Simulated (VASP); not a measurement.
Runs of VASP 6.6.1 on ZnS. The structure is that of space group F-43m (No. 216), or close to it. The cells are those of the table. 

| task | cell | k mesh | smearing | gap on the mesh (eV) | pressure (GPa) |
| --- | --- | --- | --- | --- | --- |
| single point | a = 3.823 Å, angles 60.0°, 2 atoms | 6 × 6 × 6 | gaussian 0.1 eV | (a) | (b) |
| relaxation of cell and atoms | relaxed from a = 3.823 Å, angles 60.0°, 2 atoms | 10 × 10 × 10 | gaussian 0.02 eV | 2.08 | 0.0 |
| single point | a = 3.787 Å, angles 60.0°, 2 atoms | 10 × 10 × 10 | gaussian 0.02 eV | 2.10 | 0.2 |
| single point | a = 3.787 Å, angles 60.0°, 2 atoms | 10 × 10 × 10, shifted | gaussian 0.02 eV | 2.33 | 0.2 |

Alike in all rows: level PBEsol; potentials or basis VASP PAW PBE potentials, release 64 (Zn, S); no spin polarisation; cutoff (eV) 500.

Q: Estimate the missing entries.

A: (a) 1.97; (b) -1.9.

Caveats: the PAW data sets were made with another functional, which shifts forces and pressure a little; a shifted mesh leaves out Γ, where band edges can lie (at least some runs).

A k mesh can miss the band edges.
